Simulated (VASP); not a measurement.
# CdF2 (I4/mmm) in VASP: notebook

CdF2 is run at these levels: PBE; tasks: single point.

Everything below comes from runs of VASP 6.6.1. Logs are shortened: lines on timing, memory, paths and dates and some standing lists are left out, and cuts for length are marked.

## (1) The cell of the first run

The structure is tetragonal, space group I4/mmm (No. 139). Conventional cell: a = 3.560 Å, b = 3.560 Å, c = 5.455 Å, α = 90.00°, β = 90.00°, γ = 90.00°. Cd (site symmetry 4/mmm) has 8 F at 2.24 Å within 3.0 Å. Within 3.0 Å of F (site symmetry -4m2) lie 4 Cd at 2.24 Å and 6 F at 2.52 to 2.73 Å.

## (2) Single point, PBE (11.52 Å³/atom)

Input file INCAR:

```
SYSTEM = CdF2
PREC = Accurate ; ENCUT = 520
EDIFF = 1E-7 ; ISMEAR = 0
SIGMA = 0.05 ; LREAL = .False.
LASPH = .True. ; NELM = 60
ALGO = Normal ; ISIF = 2
LWAVE = .False. ; LCHARG = .False.
GGA = PE ; NBANDS = 20
```

Input file KPOINTS:

```
Automatic mesh
0
Gamma
  8 8 8
  0 0 0
```

Input file POSCAR:

```
CdF2
1.0
    0.0000000000      2.5173443959      2.7275426529
    2.5173443959      0.0000000000      2.7275426529
    2.5173443959      2.5173443959      0.0000000000
Cd F
1 2
Direct
    0.0000000000      0.0000000000      0.0000000000
    0.2500000000      0.2500000000      0.2500000000
    0.7500000000      0.7500000000      0.7500000000
```

Potentials or basis: VASP PAW PBE potentials, release 64 (Cd, F).

Run with:

```sh
$ cat potpaw_PBE.64/Cd/POTCAR potpaw_PBE.64/F/POTCAR > POTCAR
$ mpirun -np 1 vasp_std > vasp.out
```

OUTCAR:

```text
SYSTEM = CdF2
   PREC = Accurate
   ENCUT = 520
   EDIFF = 1E-7
   ISMEAR = 0
   LREAL = .False.
   LASPH = .True.
   NELM = 60
   ISIF = 2
   GGA = PE

 ion  position               nearest neighbor table
   1  0.000  0.000  0.000-   3 2.24   3 2.24   3 2.24   2 2.24   3 2.24   2 2.24   2 2.24   2 2.24

   2  0.250  0.250  0.250-   1 2.24   1 2.24   1 2.24   1 2.24
   3  0.750  0.750  0.750-   1 2.24   1 2.24   1 2.24   1 2.24

  LATTYP: Found a body centered tetragonal cell.
 ALAT       =     3.5600625858
 C/A-ratio  =     1.5323003948

  Lattice vectors:

 A1 = (  -2.5173443959,   0.0000000000,   2.7275426529)
 A2 = (   2.5173443959,   0.0000000000,   2.7275426529)
 A3 = (   0.0000000000,   2.5173443959,  -2.7275426529)

Analysis of symmetry for initial positions (statically):
=====================================================================
 Subroutine PRICEL returns:
 Original cell was already a primitive cell.

 Routine SETGRP: Setting up the symmetry group for a
 body centered tetragonal supercell.

 Subroutine GETGRP returns: Found 16 space group operations
 (whereof 16 operations were pure point group operations)
 out of a pool of 16 trial point group operations.

The static configuration has the point symmetry D_4h.

Analysis of symmetry for dynamics (positions and initial velocities):
=====================================================================
 Subroutine PRICEL returns:
 Original cell was already a primitive cell.

 Routine SETGRP: Setting up the symmetry group for a
 body centered tetragonal supercell.

 Subroutine GETGRP returns: Found 16 space group operations
 (whereof 16 operations were pure point group operations)
 out of a pool of 16 trial point group operations.

The dynamic configuration has the point symmetry D_4h.

 Subroutine INISYM returns: Found 16 space group operations
 (whereof 16 operations are pure point group operations),
 and found     1 'primitive' translations

----------------------------------------------------------------------------------------

                                     Primitive cell

  volume of cell :      34.5690

  direct lattice vectors                    reciprocal lattice vectors
     0.000000000  2.517344396  2.727542653    -0.198622009  0.198622009  0.183315190
     2.517344396  0.000000000  2.727542653     0.198622009 -0.198622009  0.183315190
[... 84 lines left out ...]
   LASPH  =      T    aspherical Exc in radial PAW
   ENCUT  =  520.0 eV  38.22 Ry    6.18 a.u.   6.90  6.90  6.62*2*pi/ulx,y,z
   NELM   =     60;   NELMIN=  2; NELMDL= -5     # of ELM steps
   EDIFF  = 0.1E-06   stopping-criterion for ELM
   LREAL  =      F    real-space projection
   EDIFFG = 0.1E-05   stopping-criterion for IOM
   NSW    =      0    number of steps for IOM
   IBRION =     -1    ionic relax: 0-MD 1-quasi-New 2-CG
   NFREE  =      0    steps in history (QN), initial steepest desc. (CG)
   ISIF   =      2    stress and relaxation
   ISYM   =      2    0-nonsym 1-usesym 2-fastsym
   POTIM  = 0.5000    time-step for ionic-motion
   TEBEG  =    0.0;   TEEND  =   0.0 temperature during run
   PSTRESS=    0.0 pullay stress
   NELECT =      26.0000    total number of electrons
   NUPDOWN=      -1.0000    fix difference up-down
   EMIN   =  10.00;   EMAX   =-10.00  energy-range for DOS
   EFERMI =   0.00;   METHOD = LEGACY
   ISMEAR =     0;   SIGMA  =   0.05  broadening in eV -4-tet -1-fermi 0-gaus
   EFERMI_NEDOS =   21; number of points for ismear=-14 and -15
   IALGO  =     38    algorithm
   IMIX   =      4    mixing-type and parameters
     AMIX     =   0.40;   BMIX     =  1.00
     AMIX_MAG =   1.60;   BMIX_MAG =  1.00
  volume/ion in A,a.u.               =      11.52        77.76
  Fermi-wavevector in a.u.,A,eV,Ry     =   1.488802  2.813428 30.157749  2.216532
  Thomas-Fermi vector in A             =   2.601791
   LORBIT       =      0    0 simple, 1 ext, 2 COOP (PROOUT), +10 PAW based schemes
   GGA     = PE    functional components
   LHFCALC =     F    Hartree Fock is set to
   AEXX    =    0.0000 exact exchange contribution
   IVDW    =     0    specifies the selected vdW correction
   LEPSILON=     F    determine dielectric tensor
   LRPA    =     F    only Hartree local field effects (RPA)
 non-spin polarized calculation
 Gauss-broadening in eV      SIGMA  =   0.05
  energy-cutoff  :      520.00
  volume of cell :       34.57
 maximum number of plane-waves:       950
   NGX = 13   NGY = 13   NGZ = 13

 number of electron      26.0000002 magnetization

 Free energy of the ion-electron system (eV)
  ---------------------------------------------------
  ext. energy  EPLUGINS =         0.00000000
  ---------------------------------------------------
  free energy    TOTEN  =       -10.36655379 eV

  energy without entropy =      -10.36655379  energy(sigma->0) =      -10.36655379

 E-fermi :   0.0866     XC(G=0): -11.1062

 val. band max:       -0.2013442922   @ k =  -0.2500   0.2500   0.5000
 cond. band min:       3.1686367681   @ k =   0.0000   0.0000   0.0000
 fundamental gap:      3.3699810603
 Fermi energy:         0.0866345170

 k-point     1 :       0.0000    0.0000    0.0000
  band No.  band energies     occupation
      1     -21.8519      2.00000
      2     -20.3150      2.00000
      3      -6.4225      2.00000
      4      -6.3871      2.00000
      5      -6.3871      2.00000
      6      -4.6546      2.00000
[... 541 lines left out ...]
     19      19.5614      0.00000
     20      21.9860      0.00000

 [... further k-points ...]

------------------------ aborting loop because EDIFF is reached ----------------------------------------

  FORCE on cell =-STRESS in cart. coord.  units (eV):
  Direction    XX          YY          ZZ          XY          YZ          ZX
  --------------------------------------------------------------------------------------
  -------------------------------------------------------------------------------------
  Total        6.2982617      6.2982617      4.3761400      0.0000000     -0.0000000      0.0000000
  in kB      291.9069721    291.9069721    202.8219597      0.0000000     -0.0000000      0.0000000
  external PRESSURE =     262.2119680 kB  Pullay stress =       0.0000000 kB

 VOLUME and BASIS-vectors are now :
 -----------------------------------------------------------------------------
  energy-cutoff  :      520.00
  volume of cell :       34.57
      direct lattice vectors                 reciprocal lattice vectors
     0.000000000  2.517344396  2.727542653    -0.198622009  0.198622009  0.183315190
     2.517344396  0.000000000  2.727542653     0.198622009 -0.198622009  0.183315190
     2.517344396  2.517344396  0.000000000     0.198622009  0.198622009 -0.183315190

 POSITION                                       TOTAL-FORCE (eV/Angst)
 -----------------------------------------------------------------------------------
      0.00000      0.00000      0.00000         0.000000      0.000000      0.000000
      1.25867      1.25867      1.36377         0.000000      0.000000     -0.000000
      3.77602      3.77602      4.09131        -0.000000     -0.000000      0.000000
 -----------------------------------------------------------------------------------
    total drift:                                0.000000      0.000000      0.000000

  FREE ENERGIE OF THE ION-ELECTRON SYSTEM (eV)
  ---------------------------------------------------
  free  energy   TOTEN  =       -10.3665537923 eV

  energy  without entropy=      -10.3665537923  energy(sigma->0) =      -10.36655379
```

OSZICAR:

```text
N       E                     dE             d eps       ncg     rms          rms(c)
DAV:   1     0.193762201859E+03    0.19376E+03   -0.16017E+04  2520   0.135E+03
DAV:   2    -0.432425301559E+01   -0.19809E+03   -0.19044E+03  2548   0.350E+02
DAV:   3    -0.119516131798E+02   -0.76274E+01   -0.76085E+01  2696   0.749E+01
DAV:   4    -0.119822524241E+02   -0.30639E-01   -0.30638E-01  2556   0.481E+00
DAV:   5    -0.119823583293E+02   -0.10591E-03   -0.10590E-03  2712   0.253E-01    0.126E+01
DAV:   6    -0.103336473994E+02    0.16487E+01   -0.36460E+00  3032   0.344E+01    0.928E+00
DAV:   7    -0.103752904834E+02   -0.41643E-01   -0.83010E-01  2464   0.842E+00    0.531E+00
DAV:   8    -0.103725082590E+02    0.27822E-02   -0.10051E-01  2448   0.345E+00    0.608E-01
DAV:   9    -0.103658613537E+02    0.66469E-02   -0.25737E-02  2968   0.242E+00    0.838E-02
DAV:  10    -0.103664510211E+02   -0.58967E-03   -0.25989E-03  2440   0.489E-01    0.106E-01
DAV:  11    -0.103665453505E+02   -0.94329E-04   -0.92667E-05  2588   0.840E-02    0.268E-02
DAV:  12    -0.103665522851E+02   -0.69346E-05   -0.10246E-05  2592   0.520E-02    0.122E-02
DAV:  13    -0.103665541361E+02   -0.18510E-05   -0.92204E-06  2488   0.266E-02    0.682E-03
DAV:  14    -0.103665537407E+02    0.39537E-06   -0.13919E-06  2660   0.136E-02    0.174E-03
DAV:  15    -0.103665537923E+02   -0.51618E-07   -0.74286E-08  1668   0.263E-03
   1 F= -.10366554E+02 E0= -.10366554E+02  d E =-.433777E-18
```

Run time: 77 s. Hardware: 1 thread of AMD EPYC 7R13, shared host; peak memory 0.15 GiB.

Results:

| Item | Value |
| --- | --- |
| Free energy | -10.3666 eV |
| Pressure | 26.2 GPa |
| Band gap on the k mesh | 3.37 eV (least direct gap 3.62 eV) |

Stress tensor (GPa, compression positive):
```
29.19  0.00  0.00
 0.00 29.19  0.00
 0.00  0.00 20.28
```

Caveat: the stress differs along the axes, from 20 to 29 GPa. A k mesh can miss the band edges.

## (3) Single point, PBE (11.52 Å³/atom)

Input file INCAR:

```
PREC = Accurate
ENCUT = 520
EDIFF = 1E-7
ISMEAR = 0
SIGMA = 0.05
LREAL = F
LASPH = T
NELM = 60
ALGO = Normal
ISIF = 2
LWAVE = F
LCHARG = F
GGA = PE
NBANDS = 20
```

Input file KPOINTS:

```
regular mesh
0
Gamma
  8 8 8
```

Input file POSCAR:

```
CdF2
1.0
    0.0000000000      2.6555330240      2.4510569811
    2.6555330240      0.0000000000      2.4510569811
    2.6555330240      2.6555330240      0.0000000000
Cd F
1 2
Direct
    0.0000000000      0.0000000000      0.0000000000
    0.2500000000      0.2500000000      0.2500000000
    0.7500000000      0.7500000000      0.7500000000
```

Potentials or basis: VASP PAW PBE potentials, release 64 (Cd, F).

Run with:

```sh
$ cat potpaw_PBE.64/Cd/POTCAR potpaw_PBE.64/F/POTCAR > POTCAR
$ mpirun -np 1 vasp_std > vasp.out
```

Run time: 61 s. Hardware: 1 thread of AMD EPYC 7R13, shared host; peak memory 0.15 GiB.

Results (log left out):

| Quantity | Value |
| --- | --- |
| Free energy | -10.3633 eV |
| Pressure | 26.3 GPa |
| Band gap on the k mesh | 3.33 eV (least direct gap 3.69 eV) |

Stress tensor (GPa, compression positive):
```
23.04  0.00  0.00
 0.00 23.04  0.00
 0.00  0.00 32.82
```

Levels at points of the mesh, in eV from the valence-band top:
```tsv
k point	band 11	band 12	band 13	band 14	band 15	band 16
(0.00, 0.00, 0.00)	-0.65	-0.36	-0.36	3.33	13.06	13.22
(0.50, 0.00, 0.00)	-2.33	-0.43	-0.41	7.97	9.31	15.13
(0.50, 0.50, 0.00)	-0.47	-0.27	-0.27	8.59	10.09	12.25
(0.50, 0.00, 0.50)	-1.02	-0.28	-0.01	8.93	10.21	12.03
```

Caveat: the stress differs along the axes, from 23 to 33 GPa. A k mesh can miss the band edges.

## (4) Single point, PBE (11.52 Å³/atom)

Input file INCAR:

```
PREC     = Accurate       # precision mode
ENCUT    = 520            # plane-wave cutoff, eV
EDIFF    = 1E-7           # SCF threshold, eV
ISMEAR   = 0              # smearing method
SIGMA    = 0.05           # smearing width, eV
LREAL    = F              # projectors in reciprocal space
LASPH    = T              # aspherical terms in the spheres
NELM     = 100            # most SCF steps
ALGO     = Normal         # electronic algorithm
ISIF     = 2              # what is computed and relaxed
LWAVE    = F              # write WAVECAR
LCHARG   = T              # write CHGCAR
GGA      = PE             # functional
LELF     = T              # ELF
LVHAR    = T            
NBANDS   = 20             # bands
```

Input file KPOINTS:

```
Automatic mesh
0
Gamma
  8 8 8
```

Input file POSCAR:

```
CdF2
1.0
    0.0000000000      2.6319814730      2.4951184364
    2.6319814730      0.0000000000      2.4951184364
    2.6319814730      2.6319814730      0.0000000000
Cd F
1 2
Direct
    0.0000000000      0.0000000000      0.0000000000
    0.2500000000      0.2500000000      0.2500000000
    0.7500000000      0.7500000000      0.7500000000
```

Run with:

```sh
$ cat potpaw_PBE.64/Cd/POTCAR potpaw_PBE.64/F/POTCAR > POTCAR
$ mpirun -np 1 vasp_std > vasp.out
```

Wall time 62 s (1 thread of AMD EPYC 7R13, shared host); peak memory 0.15 GiB.

It converged, with:

```yaml
Free_energy: -10.3942 eV
Pressure: 26.4 GPa
Band_gap_on_the_k_mesh: 3.43 eV (least direct gap 3.74 eV)
```

Stress tensor (GPa, compression positive):
```
24.27  0.00  0.00
 0.00 24.27  0.00
 0.00  0.00 30.59
```

Levels at points of the mesh, in eV from the valence-band top:
```
           k point  band 11  band 12  band 13  band 14  band 15  band 16
(0.00, 0.00, 0.00)    -0.50    -0.31    -0.31     3.43    13.14    13.26
(0.50, 0.00, 0.00)    -2.32    -0.35    -0.34     8.06     9.44    15.31
(0.50, 0.50, 0.00)    -0.55    -0.19    -0.19     8.80    10.20    12.22
(0.50, 0.00, 0.50)    -0.92    -0.20    -0.03     9.01    10.31    12.09
```

Caveat: the stress differs along the axes, from 24 to 31 GPa.

## (5) Summary

```csv
cell,gap on the mesh (eV),pressure (GPa)
"a = 3.712, b = 3.712, c = 3.560 Å, angles 61.3, 61.3, 57.3°, 3 atoms",3.37,26.2
"a = 3.614, b = 3.614, c = 3.755 Å, angles 58.7, 58.7, 62.6°, 3 atoms",3.33,26.3
"a = 3.627, b = 3.627, c = 3.722 Å, angles 59.1, 59.1, 61.7°, 3 atoms",3.43,26.4
```

Alike in all rows: task single point; level PBE; potentials or basis VASP PAW PBE potentials, release 64 (Cd, F); no spin polarisation; k mesh 8 × 8 × 8; cutoff (eV) 520; smearing gaussian 0.05 eV.

Caveats: the stress differs along the axes, from 20 to 29 GPa (at least some runs); the stress differs along the axes, from 23 to 33 GPa (at least some runs); the stress differs along the axes, from 24 to 31 GPa (at least some runs).

Total energies depend on the potentials used, so only differences within one code and one set of settings carry meaning.
